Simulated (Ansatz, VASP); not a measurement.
One calculation of Ge, two programs

```
Ge
1.0
     0.05658    2.85706    2.85706
     2.85706    0.05658    2.85706
     2.85706    2.85706    0.05658
Ge
2
Direct
  0.50000 0.50000 0.50000
  0.75000 0.75000 0.75000
```

Change from the starting cell: equal xy, yz and zx shear strains of +2 %, PAW files.

Alike in both runs: task electric field gradients; functional PBE; k mesh 10 × 10 × 10; occupations fermi-dirac, width 0.05 eV; no spin polarisation.

|  | VASP | Ansatz |
| --- | --- | --- |
| version | VASP 6.6.1 | Ansatz 0.2.0 |
| potentials or method | VASP PAW PBE potentials, release 64 (Ge_d) | PAW with Ansatz's default frozen-core files, scalar-relativistic |
| plane-wave cutoff (eV) | 520 | 420 |
| valence electrons in the cell | 28 | 28 |

Ansatz gave:

| Property | Result |
| --- | --- |
| pressure (GPa) | 3.8 |
| traceless stress, the component that is largest in VASP (GPa) | -1.65 |
| rms of the force components (eV/Å) | 0.167 |
| size of Vzz on the site where it differs most (V/Å²) | 19.2 |

What did VASP give for the same quantities?

Pressure (GPa): 3.7; traceless stress, the component that is largest in VASP (GPa): -1.65; rms of the force components (eV/Å): 0.166; size of Vzz on the site where it differs most (V/Å²): 19.2.

Atom by atom the forces differ by 0.001 eV/Å (rms over components).
